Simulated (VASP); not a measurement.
The system is PbF.

```xyz
2
Lattice="2.4099 1.3913 2.4740 -2.4099 1.3913 2.4740 0.0000 -2.7827 2.4740" Properties=species:S:1:pos:R:3 pbc="T T T"
Pb    0.0000    0.0000    0.0000
F     0.0000    0.0000    3.7111
```

```yaml
Program: VASP 6.6.1
Task: relaxation of cell and atoms
Functional: PBE
Potentials_or_basis: VASP PAW PBE potentials, release 64 (Pb_d, F)
Cutoff: 600 eV
k_mesh: 6 × 6 × 6
Occupations: gaussian, width 0.1 eV
Spin: no spin polarisation
```

At the start: pressure -7.0 GPa; volume 24.89 Å³/atom.

Problem. How do energy, volume and symmetry change on relaxing?

Solution. Over 9 steps the energy falls by 189.1 meV/atom and the volume is 20.62 Å³/atom (-17.2 %); space group R-3m (No. 166, to 0.05 Å).

The path:
```csv
step,energy change (eV),largest force (eV/Å),pressure (GPa),volume (Å³)
1,0.0000,0.0000,-7.05,49.77
2,-0.2943,0.0000,-2.56,42.27
3,-0.3255,0.0000,0.40,39.86
4,-0.3259,0.0000,0.85,39.58
5,-0.3456,0.0000,0.79,39.81
6,-0.3747,0.0000,0.95,40.35
7,-0.3756,0.0000,1.06,40.45
8,-0.3760,0.0000,-0.92,41.98
9,-0.3781,0.0000,0.01,41.23
```

Final structure:
```cif
data_structure
_symmetry_space_group_name_H-M 'P 1'
_symmetry_Int_Tables_number 1
_cell_length_a 3.6112
_cell_length_b 3.6112
_cell_length_c 3.6112
_cell_angle_alpha 71.722
_cell_angle_beta 71.722
_cell_angle_gamma 71.722
_cell_volume 41.23
loop_
_atom_site_label
_atom_site_type_symbol
_atom_site_fract_x
_atom_site_fract_y
_atom_site_fract_z
_atom_site_occupancy
Pb1 Pb 0.00000 0.00000 0.00000 1
F1 F 0.50000 0.50000 0.50000 1
```

Caveat: the volume moved by over 15 % at a fixed basis, so the end points are rough; an odd number of electrons without spin polarisation forces a metal; a magnetic or distorted state may lie lower.
